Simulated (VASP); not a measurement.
# Hf (P6_3/mmc) in VASP: a series of runs

Hf is run at these levels: LDA; tasks: single point, relaxation of cell and atoms.

Program: VASP 6.6.1. These are calculated values, not measurements. Logs are shortened: lines on timing, memory, paths and dates and some standing lists are left out, and cuts for length are marked.

## Step 1: The cell of the first run

The structure is hexagonal, space group P6_3/mmc (No. 194). Conventional cell: a = 3.120 Å, b = 3.120 Å, c = 4.941 Å, α = 90.00°, β = 90.00°, γ = 120.00°. Within 4.0 Å of Hf (site symmetry -6m2) lie 12 Hf at 3.06 to 3.12 Å.

## Step 2: Single point, LDA

Contents of INCAR:

```
SYSTEM = Hf
PREC     = Accurate       ! precision mode
ENCUT    = 520            ! plane-wave cutoff, eV
EDIFF    = 1E-7           ! SCF threshold, eV
ISMEAR   = 0              ! smearing method
SIGMA    = 0.1            ! smearing width, eV
LREAL    = .False.        ! projectors in reciprocal space
LASPH    = .True.         ! aspherical terms in the spheres
NELM     = 100            ! most SCF steps
ALGO     = Normal         ! electronic algorithm
ISIF     = 2              ! what is computed and relaxed
LWAVE    = .False.        ! write WAVECAR
LCHARG   = .True.         ! write CHGCAR
GGA      = CA             ! functional
LELF     = .True.         ! ELF
LVHAR    = .True.       
NBANDS   = 17             ! bands
```

Contents of KPOINTS:

```
regular mesh
0
Gamma
  18 18 8
  0 0 0
```

Contents of POSCAR:

```
Hf
1.0
    3.1196582103      0.0000000028      0.0000000000
   -1.5598291076      2.7017032598      0.0000000000
    0.0000000000      0.0000000000      4.9414555849
Hf
2
Direct
    0.3333333333      0.6666666667      0.2500000000
    0.6666666667      0.3333333333      0.7500000000
```

Potentials or basis: VASP PAW LDA potentials, release 64 (Hf_pv).

Launch:

```bash
cat potpaw_LDA.64/Hf_pv/POTCAR > POTCAR
mpirun -np 1 vasp_std > vasp.out
```

OUTCAR:

```text
SYSTEM = Hf
   PREC = Accurate
   ENCUT = 520
   EDIFF = 1E-7
   ISMEAR = 0
   LREAL = .False.
   LASPH = .True.
   NELM = 100
   ISIF = 2
   GGA = CA

 ion  position               nearest neighbor table
   1  0.333  0.667  0.250-   2 3.06   2 3.06   2 3.06   2 3.06   2 3.06   2 3.06
   2  0.667  0.333  0.750-   1 3.06   1 3.06   1 3.06   1 3.06   1 3.06   1 3.06

  LATTYP: Found a hexagonal cell.
 ALAT       =     3.1196582103
 C/A-ratio  =     1.5839733880

  Lattice vectors:

 A1 = (   3.1196582103,   0.0000000028,   0.0000000000)
 A2 = (  -1.5598291076,   2.7017032598,   0.0000000000)
 A3 = (   0.0000000000,   0.0000000000,   4.9414555849)

Analysis of symmetry for initial positions (statically):
=====================================================================
 Subroutine PRICEL returns:
 Original cell was already a primitive cell.

 Routine SETGRP: Setting up the symmetry group for a
 hexagonal supercell.

 Subroutine GETGRP returns: Found 24 space group operations
 (whereof 12 operations were pure point group operations)
 out of a pool of 24 trial point group operations.

The static configuration has the point symmetry D_3d.
 The point group associated with its full space group is D_6h.

Analysis of symmetry for dynamics (positions and initial velocities):
=====================================================================
 Subroutine PRICEL returns:
 Original cell was already a primitive cell.

 Routine SETGRP: Setting up the symmetry group for a
 hexagonal supercell.

 Subroutine GETGRP returns: Found 24 space group operations
 (whereof 12 operations were pure point group operations)
 out of a pool of 24 trial point group operations.

The dynamic configuration has the point symmetry D_3d.
 The point group associated with its full space group is D_6h.

 Subroutine INISYM returns: Found 24 space group operations
 (whereof 12 operations are pure point group operations),
 and found     1 'primitive' translations

----------------------------------------------------------------------------------------

                                     Primitive cell

  volume of cell :      41.6485

  direct lattice vectors                    reciprocal lattice vectors
     3.119658210  0.000000003  0.000000000     0.320547936  0.185068437  0.000000000
    -1.559829108  2.701703260  0.000000000    -0.000000000  0.370136874  0.000000000
     0.000000000  0.000000000  4.941455585     0.000000000  0.000000000  0.202369521

  length of vectors
     3.119658210  3.119658210  4.941455585     0.370136874  0.370136874  0.202369521

[... 75 lines left out ...]
   LNONCOLLINEAR =      F non collinear calculations
   LSORBIT =      F    spin-orbit coupling
   LASPH  =      T    aspherical Exc in radial PAW
   ENCUT  =  520.0 eV  38.22 Ry    6.18 a.u.   5.80  5.80  9.19*2*pi/ulx,y,z
   NELM   =    100;   NELMIN=  2; NELMDL= -5     # of ELM steps
   EDIFF  = 0.1E-06   stopping-criterion for ELM
   LREAL  =      F    real-space projection
   EDIFFG = 0.1E-05   stopping-criterion for IOM
   NSW    =      0    number of steps for IOM
   IBRION =     -1    ionic relax: 0-MD 1-quasi-New 2-CG
   NFREE  =      0    steps in history (QN), initial steepest desc. (CG)
   ISIF   =      2    stress and relaxation
   ISYM   =      2    0-nonsym 1-usesym 2-fastsym
   POTIM  = 0.5000    time-step for ionic-motion
   TEBEG  =    0.0;   TEEND  =   0.0 temperature during run
   PSTRESS=    0.0 pullay stress
   NELECT =      20.0000    total number of electrons
   NUPDOWN=      -1.0000    fix difference up-down
   EMIN   =  10.00;   EMAX   =-10.00  energy-range for DOS
   EFERMI =   0.00;   METHOD = LEGACY
   ISMEAR =     0;   SIGMA  =   0.10  broadening in eV -4-tet -1-fermi 0-gaus
   EFERMI_NEDOS =   21; number of points for ismear=-14 and -15
   IALGO  =     38    algorithm
   IMIX   =      4    mixing-type and parameters
     AMIX     =   0.40;   BMIX     =  1.00
     AMIX_MAG =   1.60;   BMIX_MAG =  1.00
  volume/ion in A,a.u.               =      20.82       140.53
  Fermi-wavevector in a.u.,A,eV,Ry     =   1.281991  2.422612 22.361188  1.643501
  Thomas-Fermi vector in A             =   2.414329
   LORBIT       =      0    0 simple, 1 ext, 2 COOP (PROOUT), +10 PAW based schemes
   GGA     = CA    functional components
   LHFCALC =     F    Hartree Fock is set to
   AEXX    =    0.0000 exact exchange contribution
   IVDW    =     0    specifies the selected vdW correction
   LEPSILON=     F    determine dielectric tensor
   LRPA    =     F    only Hartree local field effects (RPA)
 non-spin polarized calculation
 Gauss-broadening in eV      SIGMA  =   0.10
  energy-cutoff  :      520.00
  volume of cell :       41.65
 maximum number of plane-waves:      1140
 NGX is ok and might be reduce to    24
   NGX = 11   NGY = 11   NGZ = 19

 number of electron      19.9999998 magnetization

 Free energy of the ion-electron system (eV)
  ---------------------------------------------------
  ext. energy  EPLUGINS =         0.00000000
  ---------------------------------------------------
  free energy    TOTEN  =       -21.39469606 eV

  energy without entropy =      -21.38773215  energy(sigma->0) =      -21.39121411

 E-fermi :   5.3298     XC(G=0): -11.8010

 val. band max:        5.3198256804   @ k =   0.0556  -0.0000   0.5000
 cond. band min:       5.3378035424   @ k =   0.2778   0.2778   0.2500
 fundamental gap:      0.0179778620
 Fermi energy:         5.3298016989

 k-point     1 :       0.0000    0.0000    0.0000
  band No.  band energies     occupation
      1     -25.6030      2.00000
      2     -24.6448      2.00000
      3     -24.6448      2.00000
      4     -24.4836      2.00000
      5     -24.4824      2.00000
      6     -24.4824      2.00000
[... 457 lines left out ...]
      4     -24.9103      2.00000
      5     -24.7655      2.00000
      6     -24.6521      2.00000
[... 9 lines left out ...]
     16      11.9377      0.00000
     17      12.5867      0.00000

 [... further k-points ...]
[... 5 lines left out ...]
  --------------------------------------------------------------------------------------
  -------------------------------------------------------------------------------------
  Total        0.0245620      0.0245620      0.0109655     -0.0000000      0.0000000      0.0000000
  in kB        0.9448772      0.9448772      0.4218322     -0.0000000      0.0000000      0.0000000
  external PRESSURE =       0.7705289 kB  Pullay stress =       0.0000000 kB

 VOLUME and BASIS-vectors are now :
 -----------------------------------------------------------------------------
  energy-cutoff  :      520.00
  volume of cell :       41.65
      direct lattice vectors                 reciprocal lattice vectors
     3.119658210  0.000000003  0.000000000     0.320547936  0.185068437  0.000000000
    -1.559829108  2.701703260  0.000000000    -0.000000000  0.370136874  0.000000000
     0.000000000  0.000000000  4.941455585     0.000000000  0.000000000  0.202369521

 POSITION                                       TOTAL-FORCE (eV/Angst)
 -----------------------------------------------------------------------------------
     -0.00000      1.80114      1.23536        -0.000000     -0.000000      0.000000
      1.55983      0.90057      3.70609         0.000000      0.000000      0.000000
 -----------------------------------------------------------------------------------
    total drift:                                0.000000     -0.000000      0.000000

  FREE ENERGIE OF THE ION-ELECTRON SYSTEM (eV)
  ---------------------------------------------------
  free  energy   TOTEN  =       -21.3946960588 eV

  energy  without entropy=      -21.3877321530  energy(sigma->0) =      -21.39121411
```

Wall time 59 s (1 thread of Intel Xeon Platinum 8488C (Sapphire Rapids), shared host); peak memory 0.22 GiB.

Results:

| Item | Value |
| --- | --- |
| Free energy | -21.3947 eV |
| Pressure | 0.1 GPa |
| Band gap on the k mesh | zero (band 10 reaches 6.43 eV, above the bottom of band 11 at 4.97 eV) |

Caveat: spin-orbit coupling is left out, which moves the levels of the heavy elements.

## Step 3: Relaxation of cell and atoms, LDA

This run uses another cell than the first one, of 22.26 Å³/atom, 1.069 times its volume.

Contents of INCAR:

```
ALGO     = Fast           # electronic algorithm
EDIFF    = 1E-6           # SCF threshold, eV
EDIFFG   = -0.005         # ionic threshold
ENCUT    = 600            # plane-wave cutoff, eV
IBRION   = 2              # ionic algorithm
ISIF     = 3              # what is computed and relaxed
ISMEAR   = 0              # smearing method
LASPH    = True           # aspherical terms in the spheres
LCHARG   = False          # write CHGCAR
LREAL    = False          # projectors in reciprocal space
LWAVE    = False          # write WAVECAR
NELM     = 80             # most SCF steps
NSW      = 100            # ionic steps
PREC     = Accurate       # precision mode
SIGMA    = 0.1            # smearing width, eV
```

Contents of KPOINTS:

```
k-points
0
Gamma
  18 18 8
```

Contents of POSCAR:

```
Hf
1.0
    3.1923846300      0.0000000000      0.0000000000
   -1.5961923200      2.7646861900      0.0000000000
    0.0000000000      0.0000000000      5.0450416400
Hf
2
Direct
    0.3333333300      0.6666666700      0.2500000000
    0.6666666700      0.3333333300      0.7500000000
```

Potentials or basis: VASP PAW LDA potentials, release 64 (Hf_pv).

Launch:

```bash
cat potpaw_LDA.64/Hf_pv/POTCAR > POTCAR
mpirun -np 1 vasp_std > vasp.out
```

Run time: 8.7 min. Hardware: 1 thread of Intel Xeon Platinum 8488C (Sapphire Rapids), shared host; peak memory 0.27 GiB.

Results (log left out):

| Property | Result |
| --- | --- |
| Free energy | -21.3951 eV |
| Relaxed volume | 20.83 Å³/atom |
| Relaxed cell | a = 3.120 Å, b = 3.120 Å, c = 4.941 Å, α = 90.00°, β = 90.00°, γ = 120.00° |
| Space group after relaxing (to 0.05 Å) | P6_3/mmc (No. 194) |
| Energy gained by relaxing | 33.4 meV/atom |
| Ionic steps | 10 |
| Pressure after relaxing | 0.0 GPa |
| Band gap on the k mesh | zero (band 10 reaches 6.43 eV, above the bottom of band 11 at 4.97 eV) |

The path:
```
step  energy change (eV)  largest force (eV/Å)  pressure (GPa)  volume (Å³)
   1              0.0000                0.0000           -7.10        44.53
   2              0.0395                0.0000           11.20        38.46
   3             -0.0667                0.0000           -0.16        41.73
   4             -0.0667                0.0000           -0.02        41.68
   5             -0.0667                0.0000            0.15        41.62
   6             -0.0667                0.0000           -0.14        41.73
   7             -0.0667                0.0000           -0.07        41.70
   8             -0.0667                0.0000           -0.05        41.69
   9             -0.0667                0.0000            0.00        41.67
  10             -0.0667                0.0000            0.03        41.67
```

Final structure:
```
Hf
1.0
     3.12031    0.00000    0.00000
    -1.56015    2.70227    0.00000
     0.00000    0.00000    4.94136
Hf
2
Direct
  0.33333 0.66667 0.25000
  0.66667 0.33333 0.75000
```

Levels at points of the mesh, in eV from the Fermi level:
```
           k point  band 6  band 7  band 8  band 9  band 10  band 11  band 12  band 13  band 14
(0.00, 0.00, 0.00)  -29.81   -7.57   -3.96    1.04     1.10     1.10     1.39     1.99     1.99
(0.50, 0.00, 0.00)  -29.93   -3.47   -3.05   -2.49    -0.59     0.68     0.93     1.76     6.27
(0.00, 0.00, 0.50)  -29.90   -5.46   -5.46    0.09     0.09     0.98     0.98     0.98     0.98
(0.50, 0.00, 0.50)  -30.07   -3.66   -3.66   -1.17    -1.17     1.52     1.52     2.72     2.72
```

Caveat: spin-orbit coupling is left out, which moves the levels of the heavy elements.

## Step 4: Single point, LDA

This run uses another cell than the first one, of 22.26 Å³/atom, 1.069 times its volume.

Contents of INCAR:

```
SYSTEM = Hf
ALGO = Normal ; EDIFF = 1E-6
ENCUT = 500 ; GGA_COMPAT = .False.
ISIF = 2 ; ISMEAR = 0
LASPH = .True. ; LCHARG = .True.
LELF = .True. ; LREAL = .False.
LVHAR = .True. ; LWAVE = .False.
NBANDS = 17 ; NELM = 120
PREC = Accurate ; SIGMA = 0.1
```

Contents of KPOINTS:

```
k-points
0
Gamma
  6 6 4
  0 0 0
```

POSCAR is that of step 3.

Potentials or basis: VASP PAW LDA potentials, release 64 (Hf_pv).

Launch:

```bash
cat potpaw_LDA.64/Hf_pv/POTCAR > POTCAR
mpirun -np 1 vasp_std > vasp.out
```

OUTCAR:

```text
SYSTEM = Hf
   EDIFF = 1E-6
   ENCUT = 500
   ISIF = 2
   ISMEAR = 0
   LASPH = .True.
   LREAL = .False.
   NELM = 120
   PREC = Accurate

 ion  position               nearest neighbor table
   1  0.333  0.667  0.250-   2 3.12   2 3.12   2 3.12   2 3.12   2 3.12   2 3.12
   2  0.667  0.333  0.750-   1 3.12   1 3.12   1 3.12   1 3.12   1 3.12   1 3.12

  LATTYP: Found a hexagonal cell.
 ALAT       =     3.1923846300
 C/A-ratio  =     1.5803364020

  Lattice vectors:

 A1 = (   3.1923846300,   0.0000000000,   0.0000000000)
 A2 = (  -1.5961923200,   2.7646861900,   0.0000000000)
 A3 = (   0.0000000000,   0.0000000000,   5.0450416400)

Analysis of symmetry for initial positions (statically):
=====================================================================
 Subroutine PRICEL returns:
 Original cell was already a primitive cell.

 Routine SETGRP: Setting up the symmetry group for a
 hexagonal supercell.

 Subroutine GETGRP returns: Found 24 space group operations
 (whereof 12 operations were pure point group operations)
 out of a pool of 24 trial point group operations.

The static configuration has the point symmetry D_3d.
 The point group associated with its full space group is D_6h.

Analysis of symmetry for dynamics (positions and initial velocities):
=====================================================================
 Subroutine PRICEL returns:
 Original cell was already a primitive cell.

 Routine SETGRP: Setting up the symmetry group for a
 hexagonal supercell.

 Subroutine GETGRP returns: Found 24 space group operations
 (whereof 12 operations were pure point group operations)
 out of a pool of 24 trial point group operations.

The dynamic configuration has the point symmetry D_3d.
 The point group associated with its full space group is D_6h.

 Subroutine INISYM returns: Found 24 space group operations
 (whereof 12 operations are pure point group operations),
 and found     1 'primitive' translations

[... 108 lines left out ...]
   IMIX   =      4    mixing-type and parameters
     AMIX     =   0.40;   BMIX     =  1.00
     AMIX_MAG =   1.60;   BMIX_MAG =  1.00
  volume/ion in A,a.u.               =      22.26       150.24
  Fermi-wavevector in a.u.,A,eV,Ry     =   1.253746  2.369236 21.386713  1.571879
  Thomas-Fermi vector in A             =   2.387584
   LORBIT       =      0    0 simple, 1 ext, 2 COOP (PROOUT), +10 PAW based schemes
   GGA     = CA    functional components
   LHFCALC =     F    Hartree Fock is set to
   AEXX    =    0.0000 exact exchange contribution
   IVDW    =     0    specifies the selected vdW correction
   LEPSILON=     F    determine dielectric tensor
   LRPA    =     F    only Hartree local field effects (RPA)
 non-spin polarized calculation
 Gauss-broadening in eV      SIGMA  =   0.10
  energy-cutoff  :      500.00
  volume of cell :       44.53
 maximum number of plane-waves:      1140
 NGX is ok and might be reduce to    24
   NGX = 11   NGY = 11   NGZ = 19

 number of electron      20.0000003 magnetization

 Free energy of the ion-electron system (eV)
  ---------------------------------------------------
  ext. energy  EPLUGINS =         0.00000000
  ---------------------------------------------------
  free energy    TOTEN  =       -21.30148820 eV

  energy without entropy =      -21.28461865  energy(sigma->0) =      -21.29305343

 E-fermi :   4.8849     XC(G=0): -11.4926

 val. band max:        4.7571371659   @ k =   0.1667   0.0000   0.0000
 cond. band min:       4.8888012010   @ k =   0.1667   0.0000   0.2500
 fundamental gap:      0.1316640352
 Fermi energy:         4.8848916905

 k-point     1 :       0.0000    0.0000    0.0000
  band No.  band energies     occupation
      1     -26.1099      2.00000
      2     -25.3385      2.00000
      3     -25.3385      2.00000
      4     -25.2068      2.00000
      5     -25.2047      2.00000
      6     -25.2047      2.00000
[... 397 lines left out ...]
      4     -25.6777      2.00000
      5     -25.3467      2.00000
      6     -25.3467      2.00000
[... 9 lines left out ...]
     16       9.8330      0.00000
     17      13.4530      0.00000

------------------------ aborting loop because EDIFF is reached ----------------------------------------

  FORCE on cell =-STRESS in cart. coord.  units (eV):
  Direction    XX          YY          ZZ          XY          YZ          ZX
  --------------------------------------------------------------------------------------
  -------------------------------------------------------------------------------------
  Total       -2.0344703     -2.0344703     -1.8969004      0.0000000      0.0000000      0.0000000
  in kB      -73.2042212    -73.2042213    -68.2541872      0.0000001      0.0000000      0.0000000
  external PRESSURE =     -71.5542099 kB  Pullay stress =       0.0000000 kB

 VOLUME and BASIS-vectors are now :
 -----------------------------------------------------------------------------
  energy-cutoff  :      500.00
  volume of cell :       44.53
      direct lattice vectors                 reciprocal lattice vectors
     3.192384630  0.000000000  0.000000000     0.313245463  0.180852353  0.000000000
    -1.596192320  2.764686190  0.000000000     0.000000000  0.361704704  0.000000000
     0.000000000  0.000000000  5.045041640     0.000000000  0.000000000  0.198214419

 POSITION                                       TOTAL-FORCE (eV/Angst)
 -----------------------------------------------------------------------------------
     -0.00000      1.84312      1.26126        -0.000000     -0.000000      0.000000
      1.59619      0.92156      3.78378         0.000000      0.000000      0.000000
 -----------------------------------------------------------------------------------
    total drift:                               -0.000002      0.000001     -0.000000

  FREE ENERGIE OF THE ION-ELECTRON SYSTEM (eV)
  ---------------------------------------------------
  free  energy   TOTEN  =       -21.3014882008 eV

  energy  without entropy=      -21.2846186546  energy(sigma->0) =      -21.29305343
```

It took 5.3 s on 1 thread of Intel Xeon 6975P-C (Granite Rapids), shared host; peak memory 0.14 GiB.

Results:

```
Free energy            : -21.3015 eV
Pressure               : -7.2 GPa
Band gap on the k mesh : zero (band 10 reaches 5.93 eV, above the bottom of band 11 at 4.69 eV)
```

Stress tensor (GPa, compression positive):
```
-7.32  0.00  0.00
 0.00 -7.32  0.00
 0.00  0.00 -6.83
```

Caveat: the k points lie up to 0.38 Å⁻¹ apart; spin-orbit coupling is left out, which moves the levels of the heavy elements.

## Step 5: Summary

| task | cell | k mesh | cutoff (eV) | gap on the mesh (eV) | pressure (GPa) |
| --- | --- | --- | --- | --- | --- |
| single point | a = 3.120, b = 3.120, c = 4.941 Å, angles 90.0, 90.0, 120.0°, 2 atoms | 18 × 18 × 8 | 520 | none | 0.1 |
| relaxation of cell and atoms | relaxed from a = 3.192, b = 3.192, c = 5.045 Å, angles 90.0, 90.0, 120.0°, 2 atoms | 18 × 18 × 8 | 600 | none | 0.0 |
| single point | a = 3.192, b = 3.192, c = 5.045 Å, angles 90.0, 90.0, 120.0°, 2 atoms | 6 × 6 × 4 | 500 | none | -7.2 |

Alike in all rows: level LDA; potentials or basis VASP PAW LDA potentials, release 64 (Hf_pv); no spin polarisation; smearing gaussian 0.1 eV.

Caveats: some runs use coarse meshes; spin-orbit coupling is left out, which moves the levels of the heavy elements.

Total energies depend on the potentials used, so only differences within one code and one set of settings carry meaning.
